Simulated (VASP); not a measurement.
# CdS (CsCl type) (Pm-3m) in VASP: further runs

CdS (CsCl type) is run at these levels: PBE; tasks: single point.

Program: VASP 6.6.1. These are calculated values, not measurements. Logs are shortened: lines on timing, memory, paths and dates and some standing lists are left out, and cuts for length are marked.

### Step 1. The cell of the first run

It takes space group Pm-3m (No. 221, cubic). Conventional cell: a = 3.341 Å, b = 3.341 Å, c = 3.341 Å, α = 90.00°, β = 90.00°, γ = 90.00°. Within 3.8 Å of Cd (site symmetry m-3m) lie 8 S at 2.89 Å and 6 Cd at 3.34 Å. S (site symmetry m-3m) has 8 Cd at 2.89 Å and 6 S at 3.34 Å within 3.8 Å.

### Step 2. Single point, PBE (volume scaled by 0.94)

Input file INCAR:

```
PREC = Accurate ; ENCUT = 520
EDIFF = 1E-6 ; ISMEAR = -1
SIGMA = 0.05 ; LREAL = False
LASPH = True ; NELM = 60
ALGO = Normal ; ISIF = 2
LWAVE = False ; LCHARG = False
GGA = PE ; NBANDS = 16
```

Input file KPOINTS:

```
Automatic mesh
0
Gamma
  14 14 14
```

Input file POSCAR:

```
CdS
1.0
    3.3405821888      0.0000000000      0.0000000000
    0.0000000000      3.3405821888      0.0000000000
    0.0000000000      0.0000000000      3.3405821888
Cd S
1 1
Direct
    0.0000000000      0.0000000000      0.0000000000
    0.5000000000      0.5000000000      0.5000000000
```

Potentials or basis: VASP PAW PBE potentials, release 64 (Cd, S).

Started as:

```console
> cat potpaw_PBE.64/Cd/POTCAR potpaw_PBE.64/S/POTCAR > POTCAR
> mpirun -np 1 vasp_std > vasp.out
```

OUTCAR:

```text
PREC = Accurate
   ENCUT = 520
   EDIFF = 1E-6
   ISMEAR = -1
   LREAL = False
   LASPH = True
   NELM = 60
   ISIF = 2
   GGA = PE

 ion  position               nearest neighbor table
   1  0.000  0.000  0.000-   2 2.89   2 2.89   2 2.89   2 2.89   2 2.89   2 2.89   2 2.89   2 2.89

   2  0.500  0.500  0.500-   1 2.89   1 2.89   1 2.89   1 2.89   1 2.89   1 2.89   1 2.89   1 2.89

  LATTYP: Found a simple cubic cell.
 ALAT       =     3.3405821888

  Lattice vectors:

 A1 = (   3.3405821888,   0.0000000000,   0.0000000000)
 A2 = (   0.0000000000,   3.3405821888,   0.0000000000)
 A3 = (   0.0000000000,   0.0000000000,   3.3405821888)

Analysis of symmetry for initial positions (statically):
=====================================================================
 Subroutine PRICEL returns:
 Original cell was already a primitive cell.

 Routine SETGRP: Setting up the symmetry group for a
 simple cubic supercell.

 Subroutine GETGRP returns: Found 48 space group operations
 (whereof 48 operations were pure point group operations)
 out of a pool of 48 trial point group operations.

The static configuration has the point symmetry O_h .

Analysis of symmetry for dynamics (positions and initial velocities):
=====================================================================
 Subroutine PRICEL returns:
 Original cell was already a primitive cell.

 Routine SETGRP: Setting up the symmetry group for a
 simple cubic supercell.

 Subroutine GETGRP returns: Found 48 space group operations
 (whereof 48 operations were pure point group operations)
 out of a pool of 48 trial point group operations.

The dynamic configuration has the point symmetry O_h .

 Subroutine INISYM returns: Found 48 space group operations
 (whereof 48 operations are pure point group operations),
 and found     1 'primitive' translations

----------------------------------------------------------------------------------------

                                     Primitive cell

  volume of cell :      37.2792

  direct lattice vectors                    reciprocal lattice vectors
     3.340582189  0.000000000  0.000000000     0.299349019  0.000000000  0.000000000
     0.000000000  3.340582189  0.000000000     0.000000000  0.299349019  0.000000000
     0.000000000  0.000000000  3.340582189     0.000000000  0.000000000  0.299349019

  length of vectors
     3.340582189  3.340582189  3.340582189     0.299349019  0.299349019  0.299349019

  position of ions in fractional coordinates (direct lattice)
     0.000000000  0.000000000  0.000000000
     0.500000000  0.500000000  0.500000000

  ion indices of the primitive-cell ions
   primitive index   ion index
                 1           1
                 2           2

----------------------------------------------------------------------------------------

 KPOINTS: Automatic mesh

Automatic generation of k-mesh.
 Grid dimensions read from file:
 generate k-points for:   14   14   14

 Generating k-lattice:

  Cartesian coordinates                     Fractional coordinates (reciprocal lattice)
     0.021382073  0.000000000  0.000000000     0.071428571  0.000000000  0.000000000
     0.000000000  0.021382073  0.000000000     0.000000000  0.071428571  0.000000000
     0.000000000  0.000000000  0.021382073     0.000000000  0.000000000  0.071428571

  Length of vectors
     0.021382073  0.021382073  0.021382073

  Shift w.r.t. Gamma in fractional coordinates (k-lattice)
     0.000000000  0.000000000  0.000000000

 Subroutine IBZKPT returns following result:
 ===========================================

 Found    120 irreducible k-points:

 Following reciprocal coordinates:
            Coordinates               Weight
  0.000000  0.000000  0.000000      1.000000
  0.071429  0.000000  0.000000      6.000000
  0.142857  0.000000  0.000000      6.000000
  0.214286  0.000000  0.000000      6.000000
  0.285714  0.000000  0.000000      6.000000
  0.357143  0.000000  0.000000      6.000000
[... 16 lines left out ...]
  0.285714  0.214286  0.000000     24.000000
  0.357143  0.214286  0.000000     24.000000
 [... further k-points ...]
   k-points           NKPTS =    120   k-points in BZ     NKDIM =    120   number of bands    NBANDS=     16
   number of dos      NEDOS =    301   number of ions     NIONS =      2
   total plane-waves  NPLWV =  21952
   dimension x,y,z NGX =    28 NGY =   28 NGZ =   28
   dimension x,y,z NGXF=    56 NGYF=   56 NGZF=   56
   ions per type =               1   1
   NGX,Y,Z   is equivalent  to a cutoff of  13.93, 13.93, 13.93 a.u.
   NGXF,Y,Z  is equivalent  to a cutoff of  27.87, 27.87, 27.87 a.u.
 SYSTEM =  unknown system
   PREC   = accura    normal or accurate (medium, high low for compatibility)
   ISTART =      0    job   : 0-new  1-cont  2-samecut
   ICHARG =      2    charge: 1-file 2-atom 10-const
   ISPIN  =      1    spin polarized calculation?
   LNONCOLLINEAR =      F non collinear calculations
   LSORBIT =      F    spin-orbit coupling
   LASPH  =      T    aspherical Exc in radial PAW
   ENCUT  =  520.0 eV  38.22 Ry    6.18 a.u.   6.21  6.21  6.21*2*pi/ulx,y,z
   NELM   =     60;   NELMIN=  2; NELMDL= -5     # of ELM steps
   EDIFF  = 0.1E-05   stopping-criterion for ELM
   LREAL  =      F    real-space projection
   EDIFFG = 0.1E-04   stopping-criterion for IOM
   NSW    =      0    number of steps for IOM
   IBRION =     -1    ionic relax: 0-MD 1-quasi-New 2-CG
   NFREE  =      0    steps in history (QN), initial steepest desc. (CG)
   ISIF   =      2    stress and relaxation
   ISYM   =      2    0-nonsym 1-usesym 2-fastsym
   POTIM  = 0.5000    time-step for ionic-motion
   TEBEG  =    0.0;   TEEND  =   0.0 temperature during run
   PSTRESS=    0.0 pullay stress
   NELECT =      18.0000    total number of electrons
   NUPDOWN=      -1.0000    fix difference up-down
   EMIN   =  10.00;   EMAX   =-10.00  energy-range for DOS
   EFERMI =   0.00;   METHOD = LEGACY
   ISMEAR =    -1;   SIGMA  =   0.05  broadening in eV -4-tet -1-fermi 0-gaus
   EFERMI_NEDOS =   21; number of points for ismear=-14 and -15
   IALGO  =     38    algorithm
   IMIX   =      4    mixing-type and parameters
     AMIX     =   0.40;   BMIX     =  1.00
     AMIX_MAG =   1.60;   BMIX_MAG =  1.00
  volume/ion in A,a.u.               =      18.64       125.79
  Fermi-wavevector in a.u.,A,eV,Ry     =   1.284331  2.427033 22.442880  1.649505
  Thomas-Fermi vector in A             =   2.416531
   LORBIT       =      0    0 simple, 1 ext, 2 COOP (PROOUT), +10 PAW based schemes
   GGA     = PE    functional components
   LHFCALC =     F    Hartree Fock is set to
   AEXX    =    0.0000 exact exchange contribution
   IVDW    =     0    specifies the selected vdW correction
   LEPSILON=     F    determine dielectric tensor
   LRPA    =     F    only Hartree local field effects (RPA)
 non-spin polarized calculation
  energy-cutoff  :      520.00
  volume of cell :       37.28
 maximum number of plane-waves:      1024
 NGX is ok and might be reduce to    28
   NGX = 13   NGY = 13   NGZ = 13

 number of electron      17.9999997 magnetization

 Free energy of the ion-electron system (eV)
  ---------------------------------------------------
  ext. energy  EPLUGINS =         0.00000000
  ---------------------------------------------------
  free energy    TOTEN  =        -4.83150867 eV

  energy without entropy =       -4.82137305  energy(sigma->0) =       -4.82644086

 E-fermi :   4.4073     XC(G=0): -11.0214

 val. band max:        4.4050274548   @ k =   0.4286   0.1429   0.0000
 cond. band min:       4.4162772531   @ k =   0.3571   0.3571   0.0000
 fundamental gap:      0.0112497984
 Fermi energy:         4.4072616473

 k-point     1 :       0.0000    0.0000    0.0000
  band No.  band energies     occupation
      1      -9.3351      2.00000
      2      -4.4499      2.00000
      3      -4.4499      2.00000
      4      -3.7878      2.00000
      5      -3.7878      2.00000
      6      -3.7878      2.00000
[... 8 lines left out ...]
     15      16.6224      0.00000
     16      19.0947      0.00000

 k-point     2 :       0.0714    0.0000    0.0000
  band No.  band energies     occupation
      1      -9.2899      2.00000
      2      -4.4461      2.00000
      3      -4.4321      2.00000
      4      -3.8046      2.00000
      5      -3.8046      2.00000
      6      -3.7863      2.00000
[... 8 lines left out ...]
     15      16.3653      0.00000
     16      19.0900      0.00000

 k-point     3 :       0.1429    0.0000    0.0000
  band No.  band energies     occupation
      1      -9.1582      2.00000
      2      -4.4352      2.00000
      3      -4.3849      2.00000
      4      -3.8508      2.00000
      5      -3.8508      2.00000
      6      -3.7821      2.00000
[... 8 lines left out ...]
     15      15.8717      0.00000
     16      19.0768      0.00000

 k-point     4 :       0.2143    0.0000    0.0000
  band No.  band energies     occupation
      1      -8.9521      2.00000
      2      -4.4193      2.00000
      3      -4.3268      2.00000
      4      -3.9157      2.00000
      5      -3.9157      2.00000
      6      -3.7759      2.00000
[... 8 lines left out ...]
     15      15.8252      0.00000
     16      19.0574      0.00000

 k-point     5 :       0.2857    0.0000    0.0000
  band No.  band energies     occupation
      1      -8.6956      2.00000
      2      -4.4017      2.00000
      3      -4.2859      2.00000
      4      -3.9854      2.00000
      5      -3.9854      2.00000
      6      -3.7691      2.00000
[... 8 lines left out ...]
     15      16.7182      0.00000
     16      18.3743      0.00000

 k-point     6 :       0.3571    0.0000    0.0000
  band No.  band energies     occupation
      1      -8.4305      2.00000
      2      -4.3857      2.00000
      3      -4.2886      2.00000
      4      -4.0462      2.00000
      5      -4.0462      2.00000
      6      -3.7629      2.00000
[... 8 lines left out ...]
     15      17.6334      0.00000
     16      18.2624      0.00000

 k-point     7 :       0.4286    0.0000    0.0000
  band No.  band energies     occupation
      1      -8.2204      2.00000
      2      -4.3747      2.00000
      3      -4.3297      2.00000
      4      -4.0873      2.00000
      5      -4.0873      2.00000
      6      -3.7586      2.00000
[... 8 lines left out ...]
     15      17.1627      0.00000
     16      19.0013      0.00000

 k-point     8 :       0.5000    0.0000    0.0000
  band No.  band energies     occupation
      1      -8.1384      2.00000
      2      -4.3707      2.00000
      3      -4.3561      2.00000
      4      -4.1018      2.00000
      5      -4.1018      2.00000
      6      -3.7571      2.00000
[... 8 lines left out ...]
     15      17.0003      0.00000
     16      18.9962      0.00000

 k-point     9 :       0.0714    0.0714    0.0000
  band No.  band energies     occupation
      1      -9.2454      2.00000
      2      -4.4355      2.00000
      3      -4.4205      2.00000
      4      -3.8209      2.00000
      5      -3.8082      2.00000
      6      -3.7974      2.00000
[... 8 lines left out ...]
     15      16.5733      0.00000
     16      18.6833      0.00000
[... 172 lines left out ...]
 k-point    19 :       0.3571    0.1429    0.0000
  band No.  band energies     occupation
      1      -8.3253      2.00000
      2      -4.3509      2.00000
      3      -4.2013      2.00000
      4      -4.0276      2.00000
      5      -4.0038      2.00000
      6      -3.8087      2.00000
[... 8 lines left out ...]
     15      17.8311      0.00000
     16      18.2111      0.00000

 k-point    20 :       0.4286    0.1429    0.0000
  band No.  band energies     occupation
      1      -8.1394      2.00000
      2      -4.3416      2.00000
      3      -4.2042      2.00000
      4      -4.0659      2.00000
      5      -4.0180      2.00000
      6      -3.8027      2.00000
[... 8 lines left out ...]
     15      17.9617      0.00000
     16      18.4091      0.00000

 k-point    21 :       0.5000    0.1429    0.0000
  band No.  band energies     occupation
      1      -8.0681      2.00000
      2      -4.3381      2.00000
      3      -4.2061      2.00000
      4      -4.0795      2.00000
      5      -4.0283      2.00000
      6      -3.8005      2.00000
[... 8 lines left out ...]
     15      18.0144      0.00000
     16      18.2862      0.00000

 k-point    22 :       0.2143    0.2143    0.0000
  band No.  band energies     occupation
      1      -8.6272      2.00000
      2      -4.3616      2.00000
      3      -4.1920      2.00000
      4      -3.9784      2.00000
      5      -3.9142      2.00000
      6      -3.8628      2.00000
[... 8 lines left out ...]
     15      16.6577      0.00000
     16      17.1326      0.00000

 k-point    23 :       0.2857    0.2143    0.0000
  band No.  band energies     occupation
      1      -8.4177      2.00000
      2      -4.3465      2.00000
      3      -4.1192      2.00000
      4      -3.9813      2.00000
      5      -3.9582      2.00000
      6      -3.8656      2.00000
[... 8 lines left out ...]
     15      16.9625      0.00000
     16      17.1517      0.00000

 k-point    24 :       0.3571    0.2143    0.0000
  band No.  band energies     occupation
      1      -8.2095      2.00000
      2      -4.3306      2.00000
      3      -4.0819      2.00000
      4      -4.0080      2.00000
      5      -3.9508      2.00000
      6      -3.8565      2.00000
[... 8 lines left out ...]
     15      17.0456      0.00000
     16      18.2243      0.00000

 [... further k-points ...]
[... 5 lines left out ...]
  --------------------------------------------------------------------------------------
  -------------------------------------------------------------------------------------
  Total        1.2580824      1.2580824      1.2580824     -0.0000000     -0.0000000      0.0000000
  in kB       54.0696042     54.0696042     54.0696042     -0.0000000     -0.0000000      0.0000000
  external PRESSURE =      54.0696042 kB  Pullay stress =       0.0000000 kB

 VOLUME and BASIS-vectors are now :
 -----------------------------------------------------------------------------
  energy-cutoff  :      520.00
  volume of cell :       37.28
      direct lattice vectors                 reciprocal lattice vectors
     3.340582189  0.000000000  0.000000000     0.299349019  0.000000000  0.000000000
     0.000000000  3.340582189  0.000000000     0.000000000  0.299349019  0.000000000
     0.000000000  0.000000000  3.340582189     0.000000000  0.000000000  0.299349019

 POSITION                                       TOTAL-FORCE (eV/Angst)
 -----------------------------------------------------------------------------------
      0.00000      0.00000      0.00000         0.000000      0.000000      0.000000
      1.67029      1.67029      1.67029         0.000000      0.000000      0.000000
 -----------------------------------------------------------------------------------
    total drift:                               -0.000000      0.000000      0.000000

  FREE ENERGIE OF THE ION-ELECTRON SYSTEM (eV)
  ---------------------------------------------------
  free  energy   TOTEN  =        -4.8315086748 eV

  energy  without entropy=       -4.8213730462  energy(sigma->0) =       -4.82644086
```

It took 34 s on 1 thread of Intel Xeon Platinum 8488C (Sapphire Rapids), shared host; peak memory 0.21 GiB.

What came out:

```yaml
Free_energy: -4.8315 eV
Pressure: 5.4 GPa
Band_gap_on_the_k_mesh: zero (band 9 reaches 4.47 eV, above the bottom of band 10 at 3.65 eV)
```

Caveat: the cell differs from its parent crystal (volume scaled by 0.94).

### Step 3. Single point, PBE

This run uses another cell than the first one, of 19.83 Å³/atom, 1.064 times its volume.

Input file INCAR:

```
PREC = Accurate
ENCUT = 520
EDIFF = 1E-6
ISMEAR = -1
SIGMA = 0.05
LREAL = F
LASPH = T
NELM = 80
ALGO = Normal
ISIF = 2
LWAVE = F
LCHARG = F
GGA = PE
NBANDS = 16
```

Input file KPOINTS:

```
regular mesh
0
Gamma
  14 14 14
```

Input file POSCAR:

```
CdS
1.0
    3.4101975917      0.0000000000      0.0000000000
    0.0000000000      3.4101975917      0.0000000000
    0.0000000000      0.0000000000      3.4101975917
Cd S
1 1
Direct
    0.0000000000      0.0000000000      0.0000000000
    0.5000000000      0.5000000000      0.5000000000
```

Potentials or basis: VASP PAW PBE potentials, release 64 (Cd, S).

Started as:

```console
> cat potpaw_PBE.64/Cd/POTCAR potpaw_PBE.64/S/POTCAR > POTCAR
> mpirun -np 1 vasp_std > vasp.out
```

Run time: 34 s. Hardware: 1 thread of Intel Xeon Platinum 8488C (Sapphire Rapids), shared host; peak memory 0.21 GiB.

Results (log left out):

* Free energy: -4.8725 eV
* Pressure: 0.3 GPa
* Band gap on the k mesh: zero (band 9 reaches 3.85 eV, above the bottom of band 10 at 2.79 eV)

Levels at points of the mesh, in eV from the Fermi level:
| k point | band 7 | band 8 | band 9 | band 10 | band 11 | band 12 |
| --- | --- | --- | --- | --- | --- | --- |
| (0.00, 0.00, 0.00) | -1.15 | -1.15 | -1.15 | -0.99 | 6.68 | 6.68 |
| (0.50, 0.00, 0.00) | -5.80 | 0.03 | 0.03 | 3.33 | 4.40 | 7.29 |
| (0.50, 0.50, 0.00) | -4.32 | -4.32 | -0.92 | 0.07 | 7.63 | 7.63 |
| (0.50, 0.50, 0.50) | -1.98 | -1.98 | -1.98 | 1.86 | 1.86 | 1.86 |

### Step 4. Single point, PBE (volume scaled by 0.55)

Input file INCAR:

```
SYSTEM = CdS
PREC     = Accurate       ! precision mode
ENCUT    = 500            ! plane-wave cutoff, eV
EDIFF    = 1E-6           ! SCF threshold, eV
ISMEAR   = -1             ! smearing method
SIGMA    = 0.05           ! smearing width, eV
LREAL    = .False.        ! projectors in reciprocal space
LASPH    = .True.         ! aspherical terms in the spheres
NELM     = 120            ! most SCF steps
ALGO     = Normal         ! electronic algorithm
ISIF     = 2              ! what is computed and relaxed
LWAVE    = .False.        ! write WAVECAR
LCHARG   = .True.         ! write CHGCAR
GGA      = PE             ! functional
LELF     = .True.         ! ELF
LVHAR    = .True.       
NBANDS   = 16             ! bands
GGA_COMPAT= .False.
```

Input file KPOINTS:

```
regular mesh
0
Gamma
  14 14 14
  0 0 0
```

Input file POSCAR:

```
CdS
1.0
    2.7940474238      0.0000000000      0.0000000000
    0.0000000000      2.7940474238      0.0000000000
    0.0000000000      0.0000000000      2.7940474238
Cd S
1 1
Direct
    0.0000000000      0.0000000000      0.0000000000
    0.5000000000      0.5000000000      0.5000000000
```

Started as:

```console
> cat potpaw_PBE.64/Cd/POTCAR potpaw_PBE.64/S/POTCAR > POTCAR
> mpirun -np 1 vasp_std > vasp.out
```

It took 17 s on 1 thread of Intel Xeon Platinum 8559C (Emerald Rapids), shared host; peak memory 0.15 GiB.

Results (log left out):

```
Free energy            : 0.6368 eV
Pressure               : 172.7 GPa
Band gap on the k mesh : zero (band 9 reaches 12.56 eV, above the bottom of band 10 at 10.39 eV)
```

Levels at points of the mesh, in eV from the Fermi level:
```csv
k point,band 5,band 6,band 7,band 8,band 9,band 10,band 11,band 12,band 13,band 14
"(0.00, 0.00, 0.00)",-9.71,-9.71,-2.79,-2.79,-2.79,3.12,5.81,5.81,16.97,16.97
"(0.50, 0.00, 0.00)",-10.95,-9.57,-7.81,0.83,0.83,4.67,5.66,7.30,7.30,9.34
"(0.50, 0.50, 0.00)",-9.10,-9.10,-8.91,-7.26,-1.65,-0.05,9.57,10.86,10.86,12.86
"(0.50, 0.50, 0.50)",-8.86,-8.86,-2.23,-2.23,-2.23,-0.62,-0.62,-0.62,6.78,21.55
```

Caveat: the cell differs from its parent crystal (volume scaled by 0.55).

### Step 5. Summary

```tsv
cell	cutoff (eV)	gap on the mesh (eV)	pressure (GPa)
a = 3.341 Å, 2 atoms	520	none	5.4
a = 3.410 Å, 2 atoms	520	none	0.3
a = 2.794 Å, 2 atoms	500	none	172.7
```

Alike in all rows: task single point; level PBE; potentials or basis VASP PAW PBE potentials, release 64 (Cd, S); no spin polarisation; k mesh 14 × 14 × 14; smearing fermi-dirac 0.05 eV.

Absolute energies hang on the potentials; compare differences alone.
